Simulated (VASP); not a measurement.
Set up this calculation in VASP 6.6.1, as the native input.

```yaml
Task: single point
Functional: PBEsol
Potentials_or_basis: VASP PAW PBE potentials, release 64 (C, Sn_d)
Cutoff: 520 eV
k_mesh: 6 × 6 × 4
Occupations: gaussian, width 0.5 eV
Spin: no spin polarisation
Dipole_correction: no
Further_INCAR_settings: ALGO = Normal; EDIFF = 1e-07; NBANDS = 21
```

The structure of SnC3 lies in POSCAR:

```
SnC3
1.0
    2.9788882431      0.0000000000      0.0000000000
    0.0000000000      2.9788882431      0.0000000000
    0.0000000000      0.0000000000      4.6435166754
C Sn
3 1
Direct
    0.5000000000      0.0000000000      0.8203632750
    0.5000000000      0.5000000000      0.0000000000
    0.0000000000      0.5000000000      0.1796367250
    0.0000000000      0.0000000000      0.5000000000
```

These files were run (other wordings do the same):

INCAR

```
  PREC = Accurate
  ENCUT = 520
  EDIFF = 1E-7
  ISMEAR = 0
  SIGMA = 0.5
  LREAL = F
  LASPH = T
  NELM = 100
  ALGO = Normal
  ISIF = 2
  LWAVE = F
  LCHARG = F
  GGA = PS
  NBANDS = 21
```

KPOINTS

```
Automatic mesh
0
Gamma
  6 6 4
```

Potentials or basis: VASP PAW PBE potentials, release 64 (C, Sn_d).

The run is started by

```console
$ cat potpaw_PBE.64/C/POTCAR potpaw_PBE.64/Sn_d/POTCAR > POTCAR
$ mpirun -np 1 vasp_std > vasp.out
```

Results of the run:

The pressure is -2.8 GPa and the largest force is 0.382 eV/Å. The band gap on the k mesh is 0.34 eV, indirect (least direct gap 0.58 eV).

Caveat: the PAW data sets were made with another functional, which shifts forces and pressure a little; spin-orbit coupling is left out, which moves the levels of the heavy elements.

Wall time 9.3 s on 1 thread of Intel(R) Xeon(R) 6975P-C (Granite Rapids), on a shared host, peak memory 0.16 GiB.
